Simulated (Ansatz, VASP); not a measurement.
**Two plane-wave programs on Sb**

```
CELL_PARAMETERS angstrom
2.14689 1.23950 3.65569
-2.14689 1.23950 3.65569
0.00000 -2.47901 3.65569
ATOMIC_POSITIONS crystal
Sb 0.26412 0.26412 0.26412
Sb 0.73588 0.73588 0.73588
```

Alike in both runs: functional LDA; k mesh 12 × 12 × 12; occupations gaussian, width 0.1 eV; no spin polarisation.

Ansatz relaxed the structure, and its values are those at the end. VASP's run is a single point on that final structure, the one shown.

|  | VASP | Ansatz |
| --- | --- | --- |
| version | VASP 6.6.1 | Ansatz 0.2.0 |
| potentials or method | VASP PAW LDA potentials, release 64 (Sb), cutoff 520 eV | scalar-relativistic, plane waves, PAW |
| valence electrons in the cell | 10 | 30 |

Ansatz gave:

| Item | Value |
| --- | --- |
| gap on the k mesh at the Fermi level (eV) | none |
| pressure (GPa) | 0.0 |
| rms of the force components (eV/Å) | 0.000 |

Q: What did VASP give for the same quantities?

A: gap on the k mesh at the Fermi level (eV): none; pressure (GPa): 0.3; rms of the force components (eV/Å): 0.037.

LDA's correlation is that of Perdew and Zunger in VASP and of Perdew and Wang (1992) in Ansatz. A gap of «none» marks a metal or a gap that the smearing closes. VASP's potentials hold 10 valence electrons a cell and Ansatz's 30, so a difference there can come from the potentials and not from the codes.

Neither program's run includes spin-orbit coupling.
